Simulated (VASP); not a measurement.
# Pt (Fm-3m) in VASP: further runs

The runs below take Pt through single point, relaxation of cell and atoms, with PBE.

Program: VASP 6.6.1. These are calculated values, not measurements. Logs are shortened: lines on timing, memory, paths and dates and some standing lists are left out, and cuts for length are marked.

### 1 The cell of the first run

It takes space group Fm-3m (No. 225, cubic). Conventional cell: a = 3.986 Å, b = 3.986 Å, c = 3.986 Å, α = 90.00°, β = 90.00°, γ = 90.00°. Within 3.7 Å of Pt (site symmetry m-3m) lie 12 Pt at 2.82 Å.

### 2 Single point, PBE

Contents of INCAR:

```
  PREC = Accurate
  ENCUT = 520
  EDIFF = 1E-7
  ISMEAR = -1
  SIGMA = 0.05
  LREAL = F
  LASPH = T
  NELM = 80
  ALGO = Normal
  ISIF = 2
  LWAVE = F
  LCHARG = T
  GGA = PE
  LELF = T
  LVHAR = T
  NBANDS = 11
```

Contents of KPOINTS:

```
regular mesh
0
Gamma
  17 17 17
```

Contents of POSCAR:

```
Pt
1.0
    0.0000000000      1.9931193099      1.9931193099
    1.9931193099      0.0000000000      1.9931193099
    1.9931193099      1.9931193099      0.0000000000
Pt
1
Direct
    0.0000000000      0.0000000000      0.0000000000
```

Potentials or basis: VASP PAW PBE potentials, release 64 (Pt).

Started as:

```console
> cat potpaw_PBE.64/Pt/POTCAR > POTCAR
> mpirun -np 1 vasp_std > vasp.out
```

OUTCAR:

```text
PREC = Accurate
   ENCUT = 520
   EDIFF = 1E-7
   ISMEAR = -1
   LREAL = F
   LASPH = T
   NELM = 80
   ISIF = 2
   GGA = PE

 ion  position               nearest neighbor table
   1  0.000  0.000  0.000-

  LATTYP: Found a face centered cubic cell.
 ALAT       =     3.9862386198

  Lattice vectors:

 A1 = (   0.0000000000,   1.9931193099,   1.9931193099)
 A2 = (   1.9931193099,   0.0000000000,   1.9931193099)
 A3 = (   1.9931193099,   1.9931193099,   0.0000000000)

Analysis of symmetry for initial positions (statically):
=====================================================================
 Subroutine PRICEL returns:
 Original cell was already a primitive cell.

 Routine SETGRP: Setting up the symmetry group for a
 face centered cubic supercell.

 Subroutine GETGRP returns: Found 48 space group operations
 (whereof 48 operations were pure point group operations)
 out of a pool of 48 trial point group operations.

The static configuration has the point symmetry O_h .

Analysis of symmetry for dynamics (positions and initial velocities):
=====================================================================
 Subroutine PRICEL returns:
 Original cell was already a primitive cell.

 Routine SETGRP: Setting up the symmetry group for a
 face centered cubic supercell.

 Subroutine GETGRP returns: Found 48 space group operations
 (whereof 48 operations were pure point group operations)
 out of a pool of 48 trial point group operations.

The dynamic configuration has the point symmetry O_h .

 Subroutine INISYM returns: Found 48 space group operations
 (whereof 48 operations are pure point group operations),
 and found     1 'primitive' translations

----------------------------------------------------------------------------------------

                                     Primitive cell

  volume of cell :      15.8354

  direct lattice vectors                    reciprocal lattice vectors
     0.000000000  1.993119310  1.993119310    -0.250863055  0.250863055  0.250863055
     1.993119310  0.000000000  1.993119310     0.250863055 -0.250863055  0.250863055
     1.993119310  1.993119310  0.000000000     0.250863055  0.250863055 -0.250863055

  length of vectors
     2.818696359  2.818696359  2.818696359     0.434507558  0.434507558  0.434507558

  position of ions in fractional coordinates (direct lattice)
     0.000000000  0.000000000  0.000000000

  ion indices of the primitive-cell ions
   primitive index   ion index
                 1           1

----------------------------------------------------------------------------------------

 KPOINTS: regular mesh

Automatic generation of k-mesh.
 Grid dimensions read from file:
 generate k-points for:   17   17   17

 Generating k-lattice:

  Cartesian coordinates                     Fractional coordinates (reciprocal lattice)
    -0.014756650  0.014756650  0.014756650     0.058823529  0.000000000  0.000000000
     0.014756650 -0.014756650  0.014756650     0.000000000  0.058823529  0.000000000
     0.014756650  0.014756650 -0.014756650     0.000000000  0.000000000  0.058823529

  Length of vectors
     0.025559268  0.025559268  0.025559268

  Shift w.r.t. Gamma in fractional coordinates (k-lattice)
     0.000000000  0.000000000  0.000000000

 Subroutine IBZKPT returns following result:
 ===========================================

 Found    165 irreducible k-points:

 Following reciprocal coordinates:
            Coordinates               Weight
  0.000000  0.000000  0.000000      1.000000
  0.058824  0.000000  0.000000      8.000000
  0.117647  0.000000  0.000000      8.000000
  0.176471  0.000000  0.000000      8.000000
  0.235294  0.000000  0.000000      8.000000
  0.294118  0.000000  0.000000      8.000000
[... 16 lines left out ...]
 -0.176471  0.058824  0.000000     24.000000
 -0.117647  0.058824  0.000000     24.000000
 [... further k-points ...]
   k-points           NKPTS =    165   k-points in BZ     NKDIM =    165   number of bands    NBANDS=     11
   number of dos      NEDOS =    301   number of ions     NIONS =      1
   total plane-waves  NPLWV =  13824
   dimension x,y,z NGX =    24 NGY =   24 NGZ =   24
   dimension x,y,z NGXF=    48 NGYF=   48 NGZF=   48
   ions per type =               1
   NGX,Y,Z   is equivalent  to a cutoff of  14.16, 14.16, 14.16 a.u.
   NGXF,Y,Z  is equivalent  to a cutoff of  28.31, 28.31, 28.31 a.u.
 SYSTEM =  unknown system
   PREC   = accura    normal or accurate (medium, high low for compatibility)
   ISTART =      0    job   : 0-new  1-cont  2-samecut
   ICHARG =      2    charge: 1-file 2-atom 10-const
   ISPIN  =      1    spin polarized calculation?
   LNONCOLLINEAR =      F non collinear calculations
   LSORBIT =      F    spin-orbit coupling
   LASPH  =      T    aspherical Exc in radial PAW
   ENCUT  =  520.0 eV  38.22 Ry    6.18 a.u.   5.24  5.24  5.24*2*pi/ulx,y,z
   NELM   =     80;   NELMIN=  2; NELMDL= -5     # of ELM steps
   EDIFF  = 0.1E-06   stopping-criterion for ELM
   LREAL  =      F    real-space projection
   EDIFFG = 0.1E-05   stopping-criterion for IOM
   NSW    =      0    number of steps for IOM
   IBRION =     -1    ionic relax: 0-MD 1-quasi-New 2-CG
   NFREE  =      0    steps in history (QN), initial steepest desc. (CG)
   ISIF   =      2    stress and relaxation
   ISYM   =      2    0-nonsym 1-usesym 2-fastsym
   POTIM  = 0.5000    time-step for ionic-motion
   TEBEG  =    0.0;   TEEND  =   0.0 temperature during run
   PSTRESS=    0.0 pullay stress
   NELECT =      10.0000    total number of electrons
   NUPDOWN=      -1.0000    fix difference up-down
   EMIN   =  10.00;   EMAX   =-10.00  energy-range for DOS
   EFERMI =   0.00;   METHOD = LEGACY
   ISMEAR =    -1;   SIGMA  =   0.05  broadening in eV -4-tet -1-fermi 0-gaus
   EFERMI_NEDOS =   21; number of points for ismear=-14 and -15
   IALGO  =     38    algorithm
   IMIX   =      4    mixing-type and parameters
     AMIX     =   0.40;   BMIX     =  1.00
     AMIX_MAG =   1.60;   BMIX_MAG =  1.00
  volume/ion in A,a.u.               =      15.84       106.86
  Fermi-wavevector in a.u.,A,eV,Ry     =   1.404532  2.654180 26.840338  1.972709
  Thomas-Fermi vector in A             =   2.527084
   LORBIT       =      0    0 simple, 1 ext, 2 COOP (PROOUT), +10 PAW based schemes
   GGA     = PE    functional components
   LHFCALC =     F    Hartree Fock is set to
   AEXX    =    0.0000 exact exchange contribution
   IVDW    =     0    specifies the selected vdW correction
   LEPSILON=     F    determine dielectric tensor
   LRPA    =     F    only Hartree local field effects (RPA)
 non-spin polarized calculation
  energy-cutoff  :      520.00
  volume of cell :       15.84
 maximum number of plane-waves:       444
 NGX is ok and might be reduce to    24
   NGX = 11   NGY = 11   NGZ = 11

 number of electron      10.0000001 magnetization

 Free energy of the ion-electron system (eV)
  ---------------------------------------------------
  ext. energy  EPLUGINS =         0.00000000
  ---------------------------------------------------
  free energy    TOTEN  =        -6.10668595 eV

  energy without entropy =       -6.09070620  energy(sigma->0) =       -6.09869608

 E-fermi :  10.3428     XC(G=0): -13.1983

 val. band max:       10.3381409889   @ k =  -0.4706   0.0588   0.0000
 cond. band min:      10.3434242439   @ k =  -0.4706   0.1176   0.0000
 fundamental gap:      0.0052832550
 Fermi energy:        10.3427527673

 k-point     1 :       0.0000    0.0000    0.0000
  band No.  band energies     occupation
      1       0.6723      2.00000
      2       6.8528      2.00000
      3       6.8528      2.00000
      4       6.8528      2.00000
      5       8.8411      2.00000
      6       8.8411      2.00000
      7      25.1132      0.00000
      8      29.8056      0.00000
      9      29.8056      0.00000
     10      29.8056      0.00000
     11      34.9738      0.00000

 k-point     2 :       0.0588    0.0000    0.0000
  band No.  band energies     occupation
      1       0.8053      2.00000
      2       6.7957      2.00000
      3       6.9046      2.00000
      4       6.9046      2.00000
      5       8.8130      2.00000
      6       8.8130      2.00000
      7      25.3126      0.00000
      8      29.0696      0.00000
      9      30.0025      0.00000
     10      30.0025      0.00000
     11      35.7495      0.00000

 k-point     3 :       0.1176    0.0000    0.0000
  band No.  band energies     occupation
      1       1.1913      2.00000
      2       6.6520      2.00000
      3       7.0375      2.00000
      4       7.0375      2.00000
      5       8.7566      2.00000
      6       8.7566      2.00000
      7      25.8407      0.00000
      8      27.5567      0.00000
      9      30.5708      0.00000
     10      30.5708      0.00000
     11      36.1116      0.00000

 k-point     4 :       0.1765    0.0000    0.0000
  band No.  band energies     occupation
      1       1.7842      2.00000
      2       6.5027      2.00000
      3       7.1760      2.00000
      4       7.1760      2.00000
      5       8.7596      2.00000
      6       8.7596      2.00000
      7      25.7625      0.00000
      8      26.5132      0.00000
      9      31.4318      0.00000
     10      31.4318      0.00000
     11      34.3798      0.00000

 k-point     5 :       0.2353    0.0000    0.0000
  band No.  band energies     occupation
      1       2.4772      2.00000
      2       6.4902      2.00000
      3       7.2132      2.00000
      4       7.2132      2.00000
      5       8.9358      2.00000
      6       8.9358      2.00000
      7      23.8763      0.00000
      8      26.7100      0.00000
      9      32.3259      0.00000
     10      32.3259      0.00000
     11      33.4539      0.00000
[... 211 lines left out ...]
 k-point    21 :      -0.2941    0.0588    0.0000
  band No.  band energies     occupation
      1       3.3324      2.00000
      2       6.8525      2.00000
      3       7.0905      2.00000
      4       7.1533      2.00000
      5       9.1525      2.00000
      6       9.8777      1.99982
      7      21.1095      0.00000
      8      26.1239      0.00000
      9      29.9905      0.00000
     10      32.6196      0.00000
     11      33.5774      0.00000

 k-point    22 :      -0.2353    0.0588    0.0000
  band No.  band energies     occupation
      1       2.8116      2.00000
      2       6.4308      2.00000
      3       7.1986      2.00000
      4       7.2750      2.00000
      5       8.7292      2.00000
      6       9.4141      2.00000
      7      23.2693      0.00000
      8      26.7236      0.00000
      9      30.7548      0.00000
     10      32.4199      0.00000
     11      34.0084      0.00000

 k-point    23 :      -0.1765    0.0588    0.0000
  band No.  band energies     occupation
      1       2.1227      2.00000
      2       6.3827      2.00000
      3       7.2409      2.00000
      4       7.2757      2.00000
      5       8.5155      2.00000
      6       9.0789      2.00000
      7      25.2223      0.00000
      8      26.7686      0.00000
      9      30.5495      0.00000
     10      32.6670      0.00000
     11      33.0660      0.00000

 k-point    24 :      -0.1176    0.0588    0.0000
  band No.  band energies     occupation
      1       1.4823      2.00000
      2       6.5200      2.00000
      3       7.1320      2.00000
      4       7.1598      2.00000
      5       8.5476      2.00000
      6       8.9167      2.00000
      7      26.1986      0.00000
      8      26.9782      0.00000
      9      30.0380      0.00000
     10      31.4690      0.00000
     11      34.9958      0.00000

 [... further k-points ...]

------------------------ aborting loop because EDIFF is reached ----------------------------------------

  FORCE on cell =-STRESS in cart. coord.  units (eV):
  Direction    XX          YY          ZZ          XY          YZ          ZX
  --------------------------------------------------------------------------------------
  -------------------------------------------------------------------------------------
  Total       -0.3329608     -0.3329608     -0.3329608      0.0000000     -0.0000000      0.0000000
  in kB      -33.6878910    -33.6878910    -33.6878910      0.0000000     -0.0000000      0.0000000
  external PRESSURE =     -33.6878910 kB  Pullay stress =       0.0000000 kB

 VOLUME and BASIS-vectors are now :
 -----------------------------------------------------------------------------
  energy-cutoff  :      520.00
  volume of cell :       15.84
      direct lattice vectors                 reciprocal lattice vectors
     0.000000000  1.993119310  1.993119310    -0.250863055  0.250863055  0.250863055
     1.993119310  0.000000000  1.993119310     0.250863055 -0.250863055  0.250863055
     1.993119310  1.993119310  0.000000000     0.250863055  0.250863055 -0.250863055

 POSITION                                       TOTAL-FORCE (eV/Angst)
 -----------------------------------------------------------------------------------
      0.00000      0.00000      0.00000         0.000000      0.000000      0.000000
 -----------------------------------------------------------------------------------
    total drift:                                0.000000      0.000000      0.000000

  FREE ENERGIE OF THE ION-ELECTRON SYSTEM (eV)
  ---------------------------------------------------
  free  energy   TOTEN  =        -6.1066859513 eV

  energy  without entropy=       -6.0907062025  energy(sigma->0) =       -6.09869608
```

It took 10 s on 1 thread of Intel Xeon 6975P-C (Granite Rapids), shared host; peak memory 0.16 GiB.

What came out:

- Free energy: -6.1067 eV
- Pressure: -3.4 GPa
- Band gap on the k mesh: zero (band 5 reaches 10.76 eV, above the bottom of band 6 at 8.76 eV)

Caveat: spin-orbit coupling is left out, which moves the levels of the heavy elements.

### 3 Single point, PBE

Contents of INCAR:

```
PREC     = Accurate       # precision mode
ENCUT    = 520            # plane-wave cutoff, eV
EDIFF    = 1E-6           # SCF threshold, eV
ISMEAR   = -1             # smearing method
SIGMA    = 0.05           # smearing width, eV
LREAL    = F              # projectors in reciprocal space
LASPH    = T              # aspherical terms in the spheres
NELM     = 60             # most SCF steps
ALGO     = Normal         # electronic algorithm
ISIF     = 2              # what is computed and relaxed
LWAVE    = F              # write WAVECAR
LCHARG   = F              # write CHGCAR
GGA      = PE             # functional
NBANDS   = 11             # bands
```

KPOINTS is that of step 2.

Contents of POSCAR:

```
Pt
1.0
    0.0000000000      1.9930064708      1.9930064708
    1.9930064708      0.0000000000      1.9930064708
    1.9930064708      1.9930064708      0.0000000000
Pt
1
Direct
    0.0000000000      0.0000000000      0.0000000000
```

Potentials or basis: VASP PAW PBE potentials, release 64 (Pt).

Started as:

```console
> cat potpaw_PBE.64/Pt/POTCAR > POTCAR
> mpirun -np 1 vasp_std > vasp.out
```

It took 8.6 s on 1 thread of Intel Xeon 6975P-C (Granite Rapids), shared host; peak memory 0.16 GiB.

The run converged. Its results:

```yaml
Free_energy: -6.1067 eV
Pressure: -3.3 GPa
Band_gap_on_the_k_mesh: zero (band 5 reaches 10.76 eV, above the bottom of band 6 at 8.76 eV)
```

Levels at points of the mesh, in eV from the Fermi level:
| k point | band 1 | band 2 | band 3 | band 4 | band 5 | band 6 | band 7 | band 8 | band 9 | band 10 |
| --- | --- | --- | --- | --- | --- | --- | --- | --- | --- | --- |
| (0.00, 0.00, 0.00) | -9.67 | -3.49 | -3.49 | -3.49 | -1.50 | -1.50 | 14.77 | 19.46 | 19.46 | 19.46 |

Caveat: spin-orbit coupling is left out, which moves the levels of the heavy elements.

### 4 Relaxation of cell and atoms, PBE, target pressure -2.9 GPa, at which the enthalpy is minimised

Contents of INCAR:

```
SYSTEM = Pt
ALGO = Normal
EDIFF = 1E-6
EDIFFG = -0.005
ENCUT = 600
GGA = PE
IBRION = 2
ISIF = 3
ISMEAR = -1
LASPH = .TRUE.
LCHARG = .FALSE.
LREAL = .FALSE.
LWAVE = .FALSE.
NELM = 60
NSW = 60
PREC = Accurate
PSTRESS = -29.0
SIGMA = 0.05
```

Contents of KPOINTS:

```
k-points
0
G
  17 17 17
  0 0 0
```

Contents of POSCAR:

```
Pt
1.0
    0.0000000000      1.9930213853      1.9930213853
    1.9930213853      0.0000000000      1.9930213853
    1.9930213853      1.9930213853      0.0000000000
Pt
1
Direct
    0.0000000000      0.0000000000      0.0000000000
```

Started as:

```console
> cat potpaw_PBE.64/Pt/POTCAR > POTCAR
> mpirun -np 1 vasp_std > vasp.out
```

Run time: 14 s. Hardware: 1 thread of Intel Xeon 6975P-C (Granite Rapids), shared host; peak memory 0.16 GiB.

Results (log left out):

```
Free energy                                            : -6.1074 eV
Relaxed volume                                         : 15.81 Å³/atom
Relaxed cell                                           : a = 2.817 Å, b = 2.817 Å, c = 2.817 Å, α = 60.00°, β = 60.00°, γ = 60.00°
Space group after relaxing (to 0.05 Å)                 : Fm-3m (No. 225)
Energy change on relaxing (the enthalpy is what falls) : -0.5 meV/atom
Ionic steps                                            : 3
Pressure after relaxing                                : -2.9 GPa
Band gap on the k mesh                                 : zero (band 5 reaches 10.79 eV, above the bottom of band 6 at 8.78 eV)
```

The path:
```csv
step,energy change (eV),largest force (eV/Å),pressure (GPa),volume (Å³)
1,0.0000,0.0000,-3.25,15.83
2,-0.0013,0.0000,-2.09,15.75
3,-0.0005,0.0000,-2.88,15.81
```

Final structure:
```cif
data_structure
_symmetry_space_group_name_H-M 'P 1'
_symmetry_Int_Tables_number 1
_cell_length_a 2.8171
_cell_length_b 2.8171
_cell_length_c 2.8171
_cell_angle_alpha 60.000
_cell_angle_beta 60.000
_cell_angle_gamma 60.000
_cell_volume 15.81
loop_
_atom_site_label
_atom_site_type_symbol
_atom_site_fract_x
_atom_site_fract_y
_atom_site_fract_z
_atom_site_occupancy
Pt1 Pt 0.00000 0.00000 0.00000 1
```

Levels at points of the mesh, in eV from the Fermi level:
| k point | band 1 | band 2 | band 3 | band 4 | band 5 | band 6 | band 7 | band 8 | band 9 |
| --- | --- | --- | --- | --- | --- | --- | --- | --- | --- |
| (0.00, 0.00, 0.00) | -9.69 | -3.50 | -3.50 | -3.50 | -1.51 | -1.51 | 14.77 | 19.47 | 19.47 |

Caveat: the cell is relaxed towards a set pressure, so the enthalpy falls and the energy may rise; spin-orbit coupling is left out, which moves the levels of the heavy elements.

### 5 Relaxation of cell and atoms, PBE, target pressure -2.9 GPa, at which the enthalpy is minimised

Contents of INCAR:

```
SYSTEM = Pt
PREC = Accurate
ENCUT = 600
EDIFF = 1E-6
ISMEAR = -1
SIGMA = 0.05
LREAL = .FALSE.
LASPH = .TRUE.
NELM = 100
ALGO = Normal
ISIF = 3
LWAVE = .FALSE.
LCHARG = .FALSE.
GGA = PE
IBRION = 2
NSW = 32
EDIFFG = -0.005
PSTRESS = -29.0
```

Contents of KPOINTS:

```
regular mesh
0
G
  17 17 17
  0 0 0
```

Contents of POSCAR:

```
Pt
1.0
    0.0000000000      1.9931193099      1.9931193099
    1.9931193099      0.0000000000      1.9931193099
    1.9931193099      1.9931193099      0.0000000000
Pt
1
Direct
    0.0000000000      0.0000000000      0.0000000000
```

Started as:

```console
> cat potpaw_PBE.64/Pt/POTCAR > POTCAR
> mpirun -np 1 vasp_std > vasp.out
```

It took 14 s on 1 thread of Intel Xeon 6975P-C (Granite Rapids), shared host; peak memory 0.16 GiB.

It converged, with:

```
Free energy                                            : -6.1074 eV
Relaxed volume                                         : 15.81 Å³/atom
Relaxed cell                                           : a = 2.817 Å, b = 2.817 Å, c = 2.817 Å, α = 60.00°, β = 60.00°, γ = 60.00°
Space group after relaxing (to 0.05 Å)                 : Fm-3m (No. 225)
Energy change on relaxing (the enthalpy is what falls) : -0.5 meV/atom
Ionic steps                                            : 3
Pressure after relaxing                                : -2.9 GPa
Band gap on the k mesh                                 : zero (band 5 reaches 10.79 eV, above the bottom of band 6 at 8.78 eV)
```

The path:
```csv
step,energy change (eV),largest force (eV/Å),pressure (GPa),volume (Å³)
1,0.0000,0.0000,-3.28,15.84
2,-0.0014,0.0000,-2.01,15.75
3,-0.0005,0.0000,-2.88,15.81
```

Final structure:
```
Pt
1.0
     0.00000    1.99198    1.99198
     1.99198    0.00000    1.99198
     1.99198    1.99198    0.00000
Pt
1
Direct
  0.00000 0.00000 0.00000
```

Levels at points of the mesh, in eV from the Fermi level:
```csv
k point,band 3,band 4,band 5,band 6,band 7,band 8
"(0.00, 0.00, 0.00)",-3.50,-3.50,-1.51,-1.51,14.77,19.47
```

Caveat: the cell is relaxed towards a set pressure, so the enthalpy falls and the energy may rise; spin-orbit coupling is left out, which moves the levels of the heavy elements.
